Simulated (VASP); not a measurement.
# HfC (Fm-3m) in VASP: a series of runs

The runs below take HfC through single point, with PBEsol.

Program: VASP 6.6.1. These are calculated values, not measurements. Logs are shortened: lines on timing, memory, paths and dates and some standing lists are left out, and cuts for length are marked.

## (1) The cell of the first run

The structure is cubic, space group Fm-3m (No. 225). Conventional cell: a = 4.511 Å, b = 4.511 Å, c = 4.511 Å, α = 90.00°, β = 90.00°, γ = 90.00°. Within 3.0 Å of Hf (site symmetry m-3m) lie 6 C at 2.26 Å. C (site symmetry m-3m) has 6 Hf at 2.26 Å within 3.0 Å.

## (2) Single point, PBEsol (strain -0.030 along x and y, -0.030 along z)

File INCAR:

```
SYSTEM = HfC
ALGO     = Normal         ! electronic algorithm
EDIFF    = 1E-7           ! SCF threshold, eV
ENCUT    = 520            ! plane-wave cutoff, eV
GGA      = PS             ! functional
ISIF     = 2              ! what is computed and relaxed
ISMEAR   = 0              ! smearing method
LASPH    = .TRUE.         ! aspherical terms in the spheres
LCHARG   = .TRUE.         ! write CHGCAR
LELF     = .TRUE.         ! ELF
LREAL    = .FALSE.        ! projectors in reciprocal space
LVHAR    = .TRUE.       
LWAVE    = .FALSE.        ! write WAVECAR
NBANDS   = 14             ! bands
NELM     = 80             ! most SCF steps
PREC     = Accurate       ! precision mode
SIGMA    = 0.15           ! smearing width, eV
```

File KPOINTS:

```
k-points
0
G
  18 18 18
  0 0 0
```

File POSCAR:

```
HfC
1.0
    0.0000000000      2.2552500000      2.2552500000
    2.2552500000      0.0000000000      2.2552500000
    2.2552500000      2.2552500000      0.0000000000
Hf C
1 1
Direct
    0.5000000000      0.5000000000      0.5000000000
    0.0000000000      0.0000000000      0.0000000000
```

Potentials or basis: VASP PAW PBE potentials, release 64 (Hf_pv, C).

Started as:

```bash
$ cat potpaw_PBE.64/Hf_pv/POTCAR potpaw_PBE.64/C/POTCAR > POTCAR
$ mpirun -np 1 vasp_std > vasp.out
```

OUTCAR:

```text
SYSTEM = HfC
   EDIFF = 1E-7
   ENCUT = 520
   GGA = PS
   ISIF = 2
   ISMEAR = 0
   LASPH = .TRUE.
   LREAL = .FALSE.
   NELM = 80
   PREC = Accurate

 ion  position               nearest neighbor table
   1  0.500  0.500  0.500-   2 2.26   2 2.26   2 2.26   2 2.26   2 2.26   2 2.26
   2  0.000  0.000  0.000-   1 2.26   1 2.26   1 2.26   1 2.26   1 2.26   1 2.26

  LATTYP: Found a face centered cubic cell.
 ALAT       =     4.5105000000

  Lattice vectors:

 A1 = (   0.0000000000,   2.2552500000,   2.2552500000)
 A2 = (   2.2552500000,   0.0000000000,   2.2552500000)
 A3 = (   2.2552500000,   2.2552500000,   0.0000000000)

Analysis of symmetry for initial positions (statically):
=====================================================================
 Subroutine PRICEL returns:
 Original cell was already a primitive cell.

 Routine SETGRP: Setting up the symmetry group for a
 face centered cubic supercell.

 Subroutine GETGRP returns: Found 48 space group operations
 (whereof 48 operations were pure point group operations)
 out of a pool of 48 trial point group operations.

The static configuration has the point symmetry O_h .

Analysis of symmetry for dynamics (positions and initial velocities):
=====================================================================
 Subroutine PRICEL returns:
 Original cell was already a primitive cell.

 Routine SETGRP: Setting up the symmetry group for a
 face centered cubic supercell.

 Subroutine GETGRP returns: Found 48 space group operations
 (whereof 48 operations were pure point group operations)
 out of a pool of 48 trial point group operations.

The dynamic configuration has the point symmetry O_h .

 Subroutine INISYM returns: Found 48 space group operations
 (whereof 48 operations are pure point group operations),
 and found     1 'primitive' translations

----------------------------------------------------------------------------------------

                                     Primitive cell

  volume of cell :      22.9411

  direct lattice vectors                    reciprocal lattice vectors
     0.000000000  2.255250000  2.255250000    -0.221704911  0.221704911  0.221704911
     2.255250000  0.000000000  2.255250000     0.221704911 -0.221704911  0.221704911
     2.255250000  2.255250000  0.000000000     0.221704911  0.221704911 -0.221704911

  length of vectors
     3.189405137  3.189405137  3.189405137     0.384004170  0.384004170  0.384004170

  position of ions in fractional coordinates (direct lattice)
     0.500000000  0.500000000  0.500000000
     0.000000000  0.000000000  0.000000000

  ion indices of the primitive-cell ions
   primitive index   ion index
                 1           1
                 2           2

----------------------------------------------------------------------------------------

 KPOINTS: k-points

Automatic generation of k-mesh.
 Grid dimensions read from file:
 generate k-points for:   18   18   18

 Generating k-lattice:

  Cartesian coordinates                     Fractional coordinates (reciprocal lattice)
    -0.012316939  0.012316939  0.012316939     0.055555556  0.000000000  0.000000000
     0.012316939 -0.012316939  0.012316939     0.000000000  0.055555556  0.000000000
     0.012316939  0.012316939 -0.012316939     0.000000000  0.000000000  0.055555556

  Length of vectors
     0.021333565  0.021333565  0.021333565

  Shift w.r.t. Gamma in fractional coordinates (k-lattice)
     0.000000000  0.000000000  0.000000000

 Subroutine IBZKPT returns following result:
 ===========================================

 Found    195 irreducible k-points:

 Following reciprocal coordinates:
            Coordinates               Weight
  0.000000  0.000000  0.000000      1.000000
  0.055556  0.000000  0.000000      8.000000
  0.111111  0.000000  0.000000      8.000000
  0.166667  0.000000  0.000000      8.000000
  0.222222  0.000000  0.000000      8.000000
  0.277778  0.000000  0.000000      8.000000
[... 16 lines left out ...]
 -0.277778  0.055556  0.000000     24.000000
 -0.222222  0.055556  0.000000     24.000000
 [... further k-points ...]
   k-points           NKPTS =    195   k-points in BZ     NKDIM =    195   number of bands    NBANDS=     14
   number of dos      NEDOS =    301   number of ions     NIONS =      2
   total plane-waves  NPLWV =  13824
   dimension x,y,z NGX =    24 NGY =   24 NGZ =   24
   dimension x,y,z NGXF=    48 NGYF=   48 NGZF=   48
   ions per type =               1   1
   NGX,Y,Z   is equivalent  to a cutoff of  12.51, 12.51, 12.51 a.u.
   NGXF,Y,Z  is equivalent  to a cutoff of  25.02, 25.02, 25.02 a.u.
 SYSTEM =  HfC
   PREC   = accura    normal or accurate (medium, high low for compatibility)
   ISTART =      0    job   : 0-new  1-cont  2-samecut
   ICHARG =      2    charge: 1-file 2-atom 10-const
   ISPIN  =      1    spin polarized calculation?
   LNONCOLLINEAR =      F non collinear calculations
   LSORBIT =      F    spin-orbit coupling
   LASPH  =      T    aspherical Exc in radial PAW
   ENCUT  =  520.0 eV  38.22 Ry    6.18 a.u.   5.93  5.93  5.93*2*pi/ulx,y,z
   NELM   =     80;   NELMIN=  2; NELMDL= -5     # of ELM steps
   EDIFF  = 0.1E-06   stopping-criterion for ELM
   LREAL  =      F    real-space projection
   EDIFFG = 0.1E-05   stopping-criterion for IOM
   NSW    =      0    number of steps for IOM
   IBRION =     -1    ionic relax: 0-MD 1-quasi-New 2-CG
   NFREE  =      0    steps in history (QN), initial steepest desc. (CG)
   ISIF   =      2    stress and relaxation
   ISYM   =      2    0-nonsym 1-usesym 2-fastsym
   POTIM  = 0.5000    time-step for ionic-motion
   TEBEG  =    0.0;   TEEND  =   0.0 temperature during run
   PSTRESS=    0.0 pullay stress
   NELECT =      14.0000    total number of electrons
   NUPDOWN=      -1.0000    fix difference up-down
   EMIN   =  10.00;   EMAX   =-10.00  energy-range for DOS
   EFERMI =   0.00;   METHOD = LEGACY
   ISMEAR =     0;   SIGMA  =   0.15  broadening in eV -4-tet -1-fermi 0-gaus
   EFERMI_NEDOS =   21; number of points for ismear=-14 and -15
   IALGO  =     38    algorithm
   IMIX   =      4    mixing-type and parameters
     AMIX     =   0.40;   BMIX     =  1.00
     AMIX_MAG =   1.60;   BMIX_MAG =  1.00
  volume/ion in A,a.u.               =      11.47        77.41
  Fermi-wavevector in a.u.,A,eV,Ry     =   1.388607  2.624088 26.235170  1.928231
  Thomas-Fermi vector in A             =   2.512717
   LORBIT       =      0    0 simple, 1 ext, 2 COOP (PROOUT), +10 PAW based schemes
   GGA     = PS    functional components
   LHFCALC =     F    Hartree Fock is set to
   AEXX    =    0.0000 exact exchange contribution
   IVDW    =     0    specifies the selected vdW correction
   LEPSILON=     F    determine dielectric tensor
   LRPA    =     F    only Hartree local field effects (RPA)
 non-spin polarized calculation
 Gauss-broadening in eV      SIGMA  =   0.15
  energy-cutoff  :      520.00
  volume of cell :       22.94
 maximum number of plane-waves:       636
   NGX = 11   NGY = 11   NGZ = 11

 number of electron      13.9999999 magnetization

 Free energy of the ion-electron system (eV)
  ---------------------------------------------------
  ext. energy  EPLUGINS =         0.00000000
  ---------------------------------------------------
  free energy    TOTEN  =       -22.11842394 eV

  energy without entropy =      -22.11512215  energy(sigma->0) =      -22.11677305

 E-fermi :   6.5323     XC(G=0): -12.8765

 val. band max:        6.5211684191   @ k =   0.2778   0.2222   0.0000
 cond. band min:       6.5380209349   @ k =   0.4444   0.3889   0.0000
 fundamental gap:      0.0168525157
 Fermi energy:         6.5322801861

 k-point     1 :       0.0000    0.0000    0.0000
  band No.  band energies     occupation
      1     -22.5291      2.00000
      2     -22.5291      2.00000
      3     -22.5291      2.00000
      4      -6.2228      2.00000
      5       7.6063      0.00000
      6       7.6063      0.00000
      7       7.6063      0.00000
      8       7.8866      0.00000
      9       7.8866      0.00000
     10       7.8866      0.00000
     11      10.1740      0.00000
     12      10.1740      0.00000
     13      14.4806      0.00000
     14      17.7405      0.00000

 k-point     2 :       0.0556    0.0000    0.0000
  band No.  band energies     occupation
      1     -22.5610      2.00000
      2     -22.5319      2.00000
      3     -22.5319      2.00000
      4      -6.1314      2.00000
      5       6.8811      0.00100
      6       7.1123      0.00000
      7       7.1123      0.00000
      8       8.1102      0.00000
      9       8.1102      0.00000
     10       8.4152      0.00000
     11      10.6255      0.00000
     12      10.6255      0.00000
     13      14.6525      0.00000
     14      17.9906      0.00000

 k-point     3 :       0.1111    0.0000    0.0000
  band No.  band energies     occupation
      1     -22.6516      2.00000
      2     -22.5401      2.00000
      3     -22.5401      2.00000
      4      -5.8642      2.00000
      5       5.9051      2.00000
      6       6.3375      1.93367
      7       6.3375      1.93367
      8       8.4201      0.00000
      9       8.4201      0.00000
     10       8.8672      0.00000
     11      11.6280      0.00000
     12      11.6280      0.00000
     13      15.1157      0.00000
     14      18.7005      0.00000
[... 324 lines left out ...]
 k-point    23 :      -0.2778    0.0556    0.0000
  band No.  band energies     occupation
      1     -23.1656      2.00000
      2     -22.6244      2.00000
      3     -22.5775      2.00000
      4      -3.9757      2.00000
      5       2.4550      2.00000
      6       3.9757      2.00000
      7       4.2653      2.00000
      8       9.9601      0.00000
      9       9.9828      0.00000
     10      11.0960      0.00000
     11      15.0264      0.00000
     12      16.6073      0.00000
     13      16.7689      0.00000
     14      20.8192      0.00000

 k-point    24 :      -0.2222    0.0556    0.0000
  band No.  band energies     occupation
      1     -23.0067      2.00000
      2     -22.6076      2.00000
      3     -22.5606      2.00000
      4      -4.6292      2.00000
      5       3.4016      2.00000
      6       4.4771      2.00000
      7       4.8013      2.00000
      8       9.2935      0.00000
      9       9.5534      0.00000
     10      10.3905      0.00000
     11      13.7785      0.00000
     12      15.3191      0.00000
     13      16.6451      0.00000
     14      20.8333      0.00000

 [... further k-points ...]

------------------------ aborting loop because EDIFF is reached ----------------------------------------

  FORCE on cell =-STRESS in cart. coord.  units (eV):
  Direction    XX          YY          ZZ          XY          YZ          ZX
  --------------------------------------------------------------------------------------
  -------------------------------------------------------------------------------------
  Total        2.5747315      2.5747315      2.5747315     -0.0000000      0.0000000     -0.0000000
  in kB      179.8160556    179.8160556    179.8160556     -0.0000000      0.0000000     -0.0000000
  external PRESSURE =     179.8160556 kB  Pullay stress =       0.0000000 kB

 VOLUME and BASIS-vectors are now :
 -----------------------------------------------------------------------------
  energy-cutoff  :      520.00
  volume of cell :       22.94
      direct lattice vectors                 reciprocal lattice vectors
     0.000000000  2.255250000  2.255250000    -0.221704911  0.221704911  0.221704911
     2.255250000  0.000000000  2.255250000     0.221704911 -0.221704911  0.221704911
     2.255250000  2.255250000  0.000000000     0.221704911  0.221704911 -0.221704911

 POSITION                                       TOTAL-FORCE (eV/Angst)
 -----------------------------------------------------------------------------------
      2.25525      2.25525      2.25525         0.000000      0.000000      0.000000
      0.00000      0.00000      0.00000        -0.000000     -0.000000     -0.000000
 -----------------------------------------------------------------------------------
    total drift:                                0.000000     -0.000000      0.000000

  FREE ENERGIE OF THE ION-ELECTRON SYSTEM (eV)
  ---------------------------------------------------
  free  energy   TOTEN  =       -22.1184239381 eV

  energy  without entropy=      -22.1151221531  energy(sigma->0) =      -22.11677305
```

Wall time 39 s (1 thread of AMD EPYC 7R13 (Zen 3), shared host); peak memory 0.16 GiB.

What came out:

```
Free energy            : -22.1184 eV
Pressure               : 18.0 GPa
Band gap on the k mesh : zero (band 7 reaches 7.61 eV, above the bottom of band 8 at 6.12 eV)
```

Levels at points of the mesh, in eV from the Fermi level:
```
           k point  band 3  band 4  band 5  band 6  band 7  band 8  band 9  band 10  band 11  band 12
(0.00, 0.00, 0.00)  -29.06  -12.76    1.07    1.07    1.07    1.35    1.35     1.35     3.64     3.64
(0.50, 0.00, 0.00)  -29.15   -8.37   -6.61   -3.33   -3.33    5.83    5.83     6.36     6.98    12.65
(0.50, 0.50, 0.00)  -29.39  -10.80   -2.45   -2.17    0.03    0.03    5.84     7.48     7.48     9.56
```

Caveat: the cell differs from its parent crystal (strain -0.030 along x and y, -0.030 along z); the PAW data sets were made with another functional, which shifts forces and pressure a little; spin-orbit coupling is left out, which moves the levels of the heavy elements.

## (3) Single point, PBEsol (strain +0.030 along x and y, +0.030 along z)

File INCAR:

```
ALGO = Normal ; EDIFF = 1E-7
ENCUT = 520 ; GGA = PS
ISIF = 2 ; ISMEAR = 0
LASPH = T ; LCHARG = F
LREAL = F ; LWAVE = F
NBANDS = 14 ; NELM = 100
PREC = Accurate ; SIGMA = 0.15
```

File KPOINTS:

```
k-points
0
Gamma
  18 18 18
```

File POSCAR:

```
HfC
1.0
    0.0000000000      2.3947500000      2.3947500000
    2.3947500000      0.0000000000      2.3947500000
    2.3947500000      2.3947500000      0.0000000000
Hf C
1 1
Direct
    0.5000000000      0.5000000000      0.5000000000
    0.0000000000      0.0000000000      0.0000000000
```

Potentials or basis: VASP PAW PBE potentials, release 64 (Hf_pv, C).

Started as:

```bash
$ cat potpaw_PBE.64/Hf_pv/POTCAR potpaw_PBE.64/C/POTCAR > POTCAR
$ mpirun -np 1 vasp_std > vasp.out
```

It took 58 s on 1 thread of AMD EPYC 7R13 (Zen 3), shared host; peak memory 0.19 GiB.

Results (log left out):

```yaml
Free_energy: -21.9498 eV
Pressure: -23.6 GPa
Band_gap_on_the_k_mesh: zero (band 7 reaches 6.12 eV, above the bottom of band 8 at 4.73 eV)
```

Levels at points of the mesh, in eV from the Fermi level:
```
           k point  band 3  band 4  band 5  band 6  band 7  band 8  band 9  band 10  band 11  band 12
(0.00, 0.00, 0.00)  -29.93  -11.84    0.98    0.98    0.98    1.31    1.31     1.31     3.09     3.09
(0.50, 0.00, 0.00)  -29.98   -8.53   -5.78   -2.70   -2.70    4.79    4.79     5.21     6.08    10.31
(0.50, 0.50, 0.00)  -30.10   -9.98   -2.64   -1.54   -0.16   -0.16    4.79     6.03     6.03     7.26
```

Caveat: the cell differs from its parent crystal (strain +0.030 along x and y, +0.030 along z); the PAW data sets were made with another functional, which shifts forces and pressure a little; spin-orbit coupling is left out, which moves the levels of the heavy elements.
